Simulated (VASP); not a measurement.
# Ru (P6_3/mmc) in VASP: settings compared

The runs below take Ru through relaxation of shape and atoms at fixed volume, single point, with PBE, r2SCAN.

All numbers are computed with VASP 6.6.1; they aren't measurements. Logs are shortened: lines on timing, memory, paths and dates and some standing lists are left out, and cuts for length are marked.

**1. The cell of the first run**

It takes space group P6_3/mmc (No. 194, hexagonal). The conventional cell has a = 2.603 Å, b = 2.603 Å, c = 4.128 Å, α = 90.00°, β = 90.00°, γ = 120.00°. Ru (site symmetry -6m2) has 12 Ru at 2.55 to 2.60 Å within 3.4 Å.

**2. Relaxation of shape and atoms at fixed volume, PBE (12.11 Å³/atom)**

Input file INCAR:

```
ALGO     = Fast           # electronic algorithm
EDIFF    = 1E-6           # SCF threshold, eV
EDIFFG   = -0.01          # ionic threshold
ENCUT    = 600            # plane-wave cutoff, eV
GGA      = PE             # functional
IBRION   = 2              # ionic algorithm
ISIF     = 4              # what is computed and relaxed
ISMEAR   = 0              # smearing method
LASPH    = T              # aspherical terms in the spheres
LCHARG   = F              # write CHGCAR
LREAL    = F              # projectors in reciprocal space
LWAVE    = F              # write WAVECAR
NELM     = 60             # most SCF steps
NSW      = 50             # ionic steps
PREC     = Accurate       # precision mode
SIGMA    = 0.1            # smearing width, eV
```

Input file KPOINTS:

```
k-points
0
Gamma
  18 18 10
```

Input file POSCAR:

```
Ru
1.0
    2.6032081744      0.0000000000      0.0000000000
   -1.3016040872      2.2544444104      0.0000000000
    0.0000000000      0.0000000000      4.1281241539
Ru
2
Direct
    0.3333333333      0.6666666667      0.2500000000
    0.6666666667      0.3333333333      0.7500000000
```

Potentials or basis: VASP PAW PBE potentials, release 64 (Ru_pv).

The run is started by

```sh
> cat potpaw_PBE.64/Ru_pv/POTCAR > POTCAR
> mpirun -np 1 vasp_std > vasp.out
```

OUTCAR:

```text
EDIFF = 1E-6
   EDIFFG = -0.01
   ENCUT = 600
   GGA = PE
   IBRION = 2
   ISIF = 4
   ISMEAR = 0
   LASPH = T
   LREAL = F
   NELM = 60
   NSW = 50
   PREC = Accurate

 ion  position               nearest neighbor table
   1  0.333  0.667  0.250-   2 2.55   2 2.55   2 2.55   2 2.55   2 2.55   2 2.55
   2  0.667  0.333  0.750-   1 2.55   1 2.55   1 2.55   1 2.55   1 2.55   1 2.55

  LATTYP: Found a hexagonal cell.
 ALAT       =     2.6032081744
 C/A-ratio  =     1.5857833401

  Lattice vectors:

 A1 = (   2.6032081744,   0.0000000000,   0.0000000000)
 A2 = (  -1.3016040872,   2.2544444104,   0.0000000000)
 A3 = (   0.0000000000,   0.0000000000,   4.1281241539)

Analysis of symmetry for initial positions (statically):
=====================================================================
 Subroutine PRICEL returns:
 Original cell was already a primitive cell.

 Routine SETGRP: Setting up the symmetry group for a
 hexagonal supercell.

 Subroutine GETGRP returns: Found 24 space group operations
 (whereof 12 operations were pure point group operations)
 out of a pool of 24 trial point group operations.

The static configuration has the point symmetry D_3d.
 The point group associated with its full space group is D_6h.

Analysis of symmetry for dynamics (positions and initial velocities):
=====================================================================
 Subroutine PRICEL returns:
 Original cell was already a primitive cell.

 Routine SETGRP: Setting up the symmetry group for a
 hexagonal supercell.

 Subroutine GETGRP returns: Found 24 space group operations
 (whereof 12 operations were pure point group operations)
 out of a pool of 24 trial point group operations.

The dynamic configuration has the point symmetry D_3d.
 The point group associated with its full space group is D_6h.

 Subroutine INISYM returns: Found 24 space group operations
 (whereof 12 operations are pure point group operations),
 and found     1 'primitive' translations

----------------------------------------------------------------------------------------

                                     Primitive cell

  volume of cell :      24.2271

  direct lattice vectors                    reciprocal lattice vectors
     2.603208174  0.000000000  0.000000000     0.384141387  0.221784133  0.000000000
    -1.301604087  2.254444410  0.000000000     0.000000000  0.443568267  0.000000000
     0.000000000  0.000000000  4.128124154     0.000000000  0.000000000  0.242240776

  length of vectors
     2.603208174  2.603208174  4.128124154     0.443568267  0.443568267  0.242240776

  position of ions in fractional coordinates (direct lattice)
     0.333333333  0.666666667  0.250000000
     0.666666667  0.333333333  0.750000000

  ion indices of the primitive-cell ions
   primitive index   ion index
                 1           1
                 2           2

----------------------------------------------------------------------------------------

 KPOINTS: k-points

Automatic generation of k-mesh.
 Grid dimensions read from file:
 generate k-points for:   18   18   10

 Generating k-lattice:

  Cartesian coordinates                     Fractional coordinates (reciprocal lattice)
     0.021341188  0.012321341  0.000000000     0.055555556  0.000000000  0.000000000
     0.000000000  0.024642681  0.000000000     0.000000000  0.055555556  0.000000000
     0.000000000  0.000000000  0.024224078     0.000000000  0.000000000  0.100000000

  Length of vectors
     0.024642681  0.024642681  0.024224078

  Shift w.r.t. Gamma in fractional coordinates (k-lattice)
     0.000000000  0.000000000  0.000000000

 Subroutine IBZKPT returns following result:
 ===========================================

 Found    222 irreducible k-points:

 Following reciprocal coordinates:
            Coordinates               Weight
  0.000000  0.000000  0.000000      1.000000
  0.055556 -0.000000  0.000000      6.000000
  0.111111 -0.000000  0.000000      6.000000
  0.166667  0.000000  0.000000      6.000000
  0.222222 -0.000000  0.000000      6.000000
  0.277778 -0.000000  0.000000      6.000000
[... 16 lines left out ...]
  0.333333  0.111111  0.000000     12.000000
  0.388889  0.111111  0.000000     12.000000
 [... further k-points ...]
   k-points           NKPTS =    222   k-points in BZ     NKDIM =    222   number of bands    NBANDS=     18
   number of dos      NEDOS =    301   number of ions     NIONS =      2
   total plane-waves  NPLWV =  20736
   dimension x,y,z NGX =    24 NGY =   24 NGZ =   36
   dimension x,y,z NGXF=    48 NGYF=   48 NGZF=   72
   ions per type =               2
   NGX,Y,Z   is equivalent  to a cutoff of  15.33, 15.33, 14.50 a.u.
   NGXF,Y,Z  is equivalent  to a cutoff of  30.65, 30.65, 29.00 a.u.
 SYSTEM =  unknown system
   PREC   = accura    normal or accurate (medium, high low for compatibility)
   ISTART =      0    job   : 0-new  1-cont  2-samecut
   ICHARG =      2    charge: 1-file 2-atom 10-const
   ISPIN  =      1    spin polarized calculation?
   LNONCOLLINEAR =      F non collinear calculations
   LSORBIT =      F    spin-orbit coupling
   LASPH  =      T    aspherical Exc in radial PAW
   ENCUT  =  600.0 eV  44.10 Ry    6.64 a.u.   5.20  5.20  8.24*2*pi/ulx,y,z
   NELM   =     60;   NELMIN=  2; NELMDL= -5     # of ELM steps
   EDIFF  = 0.1E-05   stopping-criterion for ELM
   LREAL  =      F    real-space projection
   EDIFFG = -.1E-01   stopping-criterion for IOM
   NSW    =     50    number of steps for IOM
   IBRION =      2    ionic relax: 0-MD 1-quasi-New 2-CG
   NFREE  =      1    steps in history (QN), initial steepest desc. (CG)
   ISIF   =      4    stress and relaxation
   ISYM   =      2    0-nonsym 1-usesym 2-fastsym
   POTIM  = 0.5000    time-step for ionic-motion
   TEBEG  =    0.0;   TEEND  =   0.0 temperature during run
   PSTRESS=    0.0 pullay stress
   NELECT =      28.0000    total number of electrons
   NUPDOWN=      -1.0000    fix difference up-down
   EMIN   =  10.00;   EMAX   =-10.00  energy-range for DOS
   EFERMI =   0.00;   METHOD = LEGACY
   ISMEAR =     0;   SIGMA  =   0.10  broadening in eV -4-tet -1-fermi 0-gaus
   EFERMI_NEDOS =   21; number of points for ismear=-14 and -15
   IALGO  =     68    algorithm
   IMIX   =      4    mixing-type and parameters
     AMIX     =   0.40;   BMIX     =  1.00
     AMIX_MAG =   1.60;   BMIX_MAG =  1.00
  volume/ion in A,a.u.               =      12.11        81.75
  Fermi-wavevector in a.u.,A,eV,Ry     =   1.718016  3.246579 40.158653  2.951578
  Thomas-Fermi vector in A             =   2.794908
   LORBIT       =      0    0 simple, 1 ext, 2 COOP (PROOUT), +10 PAW based schemes
   GGA     = PE    functional components
   LHFCALC =     F    Hartree Fock is set to
   AEXX    =    0.0000 exact exchange contribution
   IVDW    =     0    specifies the selected vdW correction
   LEPSILON=     F    determine dielectric tensor
   LRPA    =     F    only Hartree local field effects (RPA)
 conjugate gradient relaxation of ions
 non-spin polarized calculation
 RMM-DIIS sequential band-by-band and
 Gauss-broadening in eV      SIGMA  =   0.10
  energy-cutoff  :      600.00
  volume of cell :       24.23
 maximum number of plane-waves:       825
 NGX is ok and might be reduce to    24
   NGX = 11   NGY = 11   NGZ = 17

--------------------------------------- Ionic step        1  -------------------------------------------

 number of electron      28.0000006 magnetization

 Free energy of the ion-electron system (eV)
  ---------------------------------------------------
  ext. energy  EPLUGINS =         0.00000000
  ---------------------------------------------------
  free energy    TOTEN  =       -17.97560267 eV

  energy without entropy =      -17.96796423  energy(sigma->0) =      -17.97178345

------------------------ aborting loop because EDIFF is reached ----------------------------------------

  FORCE on cell =-STRESS in cart. coord.  units (eV):
  Direction    XX          YY          ZZ          XY          YZ          ZX
  --------------------------------------------------------------------------------------
  -------------------------------------------------------------------------------------
  Total        8.1687751      8.1687751      8.2939161     -0.0000000      0.0000000      0.0000000
  in kB      540.2146282    540.2146282    548.4904132     -0.0000000      0.0000000      0.0000000
  external PRESSURE =     542.9732232 kB  Pullay stress =       0.0000000 kB
[... 57 lines left out ...]
  energy  without entropy=      -17.9679932208  energy(sigma->0) =      -17.97177064

--------------------------------------- Ionic step        3  -------------------------------------------

 number of electron      28.0000006 magnetization

 Free energy of the ion-electron system (eV)
  ---------------------------------------------------
  ext. energy  EPLUGINS =         0.00000000
  ---------------------------------------------------
  free energy    TOTEN  =       -17.97565389 eV

  energy without entropy =      -17.96805352  energy(sigma->0) =      -17.97185370

 E-fermi :  15.0319     XC(G=0): -14.8393

 val. band max:       15.0194893986   @ k =   0.2778  -0.0000   0.0000
 cond. band min:      15.0321009850   @ k =   0.3889   0.1111   0.4000
 fundamental gap:      0.0126115863
 Fermi energy:        15.0319078820

 k-point     1 :       0.0000    0.0000    0.0000
  band No.  band energies     occupation
      1     -29.1079      2.00000
      2     -27.7566      2.00000
      3     -27.7566      2.00000
      4     -27.5201      2.00000
      5     -27.5201      2.00000
      6     -27.4661      2.00000
[... 10 lines left out ...]
     17      16.4370      0.00000
     18      16.4723      0.00000
[... 466 lines left out ...]
      2     -28.5300      2.00000
      3     -28.4141      2.00000
      4     -28.1505      2.00000
      5     -27.8780      2.00000
      6     -27.7739      2.00000
[... 10 lines left out ...]
     17      19.4760      0.00000
     18      23.5125      0.00000

 [... further k-points ...]

------------------------ aborting loop because EDIFF is reached ----------------------------------------

  FORCE on cell =-STRESS in cart. coord.  units (eV):
  Direction    XX          YY          ZZ          XY          YZ          ZX
  --------------------------------------------------------------------------------------
  -------------------------------------------------------------------------------------
  Total        8.2058403      8.2058403      8.1994302     -0.0000000     -0.0000000     -0.0000000
  in kB      542.6658101    542.6658101    542.2419052     -0.0000000     -0.0000000     -0.0000000
  external PRESSURE =     542.5245085 kB  Pullay stress =       0.0000000 kB
[... 17 lines left out ...]
  FREE ENERGIE OF THE ION-ELECTRON SYSTEM (eV)
  ---------------------------------------------------
  free  energy   TOTEN  =       -17.9756538868 eV

  energy  without entropy=      -17.9680535186  energy(sigma->0) =      -17.97185370

 reached required accuracy - stopping structural energy minimisation
```

It took 5 min on 1 thread of Intel Xeon 8259CL, shared host; peak memory 0.23 GiB.

What came out:

```yaml
Free_energy: -17.9757 eV
Energy_gained_by_relaxing: 0.0 meV/atom
Ionic_steps: 3
Pressure_after_relaxing: 54.3 GPa
Band_gap_on_the_k_mesh: zero (bands 14 and 15 overlap by 3.73 eV)
```

Final structure:
```cif
data_structure
_symmetry_space_group_name_H-M 'P 1'
_symmetry_Int_Tables_number 1
_cell_length_a 2.6020
_cell_length_b 2.6020
_cell_length_c 4.1319
_cell_angle_alpha 90.000
_cell_angle_beta 90.000
_cell_angle_gamma 120.000
_cell_volume 24.23
loop_
_atom_site_label
_atom_site_type_symbol
_atom_site_fract_x
_atom_site_fract_y
_atom_site_fract_z
_atom_site_occupancy
Ru1 Ru 0.33333 0.66667 0.25000 1
Ru2 Ru 0.66667 0.33333 0.75000 1
```

**3. Single point, PBE**

This run uses another cell than the first one, of 13.57 Å³/atom.

Input file INCAR:

```
SYSTEM = Ru
ALGO = Normal
EDIFF = 1E-7
ENCUT = 520
GGA = PE
ISIF = 2
ISMEAR = 0
LASPH = .TRUE.
LCHARG = .FALSE.
LREAL = .FALSE.
LWAVE = .FALSE.
NBANDS = 21
NELM = 60
PREC = Accurate
SIGMA = 0.1
```

Input file KPOINTS:

```
k-points
0
G
  6 6 4
  0 0 0
```

Input file POSCAR:

```
Ru
1.0
    2.7057993342      0.0000000000      0.0000000000
   -1.3528996671      2.3432909610      0.0000000000
    0.0000000000      0.0000000000      4.2819000000
Ru
2
Direct
    0.3333333333      0.6666666667      0.2500000000
    0.6666666667      0.3333333333      0.7500000000
```

Potentials or basis: VASP PAW PBE potentials, release 64 (Ru_pv).

The run is started by

```sh
> cat potpaw_PBE.64/Ru_pv/POTCAR > POTCAR
> mpirun -np 1 vasp_std > vasp.out
```

It took 7.1 s on 1 thread of Intel Xeon Platinum 8375C at 2.90GHz (Ice Lake), shared host; peak memory 0.13 GiB.

It converged, with:

```yaml
Free_energy: -18.3965 eV
Pressure: 5.2 GPa
Band_gap_on_the_k_mesh: zero (bands 14 and 15 overlap by 2.82 eV)
```

Stress tensor (GPa, compression positive):
```
7.25 0.00 0.00
0.00 7.25 0.00
0.00 0.00 1.24
```

Levels at points of the mesh, in eV from the Fermi level:
| k point | band 12 | band 13 | band 14 | band 15 | band 16 | band 17 |
| --- | --- | --- | --- | --- | --- | --- |
| (0.00, 0.00, 0.00) | -2.15 | -2.15 | -1.63 | -1.63 | 0.95 | 0.95 |
| (0.50, 0.00, 0.00) | -2.03 | -1.76 | 1.19 | 1.61 | 1.68 | 3.83 |
| (0.00, 0.00, 0.50) | -3.00 | -2.95 | -2.95 | 0.31 | 0.31 | 0.31 |
| (0.50, 0.00, 0.50) | -1.29 | 0.21 | 0.21 | 1.45 | 1.45 | 3.16 |

Caveat: the k points lie up to 0.45 Å⁻¹ apart, too coarse for converged energies and pressures of a metal.

**4. Single point, PBE, non-collinear spin, zero start, spin-orbit coupling**

This run uses another cell than the first one, of 12.59 Å³/atom.

Input file INCAR:

```
ALGO = Normal ; EDIFF = 1E-6
ENCUT = 500 ; GGA = PE
GGA_COMPAT = F ; ISIF = 2
ISMEAR = -1 ; LASPH = T
LCHARG = T ; LMAXMIX = 4
LORBIT = 11 ; LORBMOM = T
LREAL = F ; LSORBIT = T
LVHAR = T ; LWAVE = F
MAGMOM = 0 0 0 0 0 0 ; NBANDS = 40
NELM = 200 ; PREC = Accurate
SIGMA = 0.15
```

Input file KPOINTS:

```
k-points
0
Gamma
  18 18 10
```

Input file POSCAR:

```
Ru
1.0
    2.6376255763      0.0000000000      0.0000000000
   -1.3188127882      2.2842507547      0.0000000000
    0.0000000000      0.0000000000      4.1792259207
Ru
2
Direct
    0.3333333333      0.6666666667      0.2500000000
    0.6666666667      0.3333333333      0.7500000000
```

The run is started by

```sh
> cat potpaw_PBE.64/Ru_pv/POTCAR > POTCAR
> mpirun -np 1 vasp_ncl > vasp.out
```

It took 3.3 min on 1 thread of Intel Xeon 6975P-C (Granite Rapids), shared host; peak memory 0.38 GiB.

It converged, with:

```
Free energy                                           : -18.5520 eV
Pressure                                              : 35.3 GPa
Net moment                                            : 0.00 μB per cell
Valence electrons inside the program's atomic spheres : Ru 12.85
```

Moments on the atoms (μB; x, y, z):
```
Ru  0.00 0.00 0.00
Ru  0.00 0.00 0.00
```

Caveat: the cell stands under pressure.

(Part 1 of 2 ends here.)
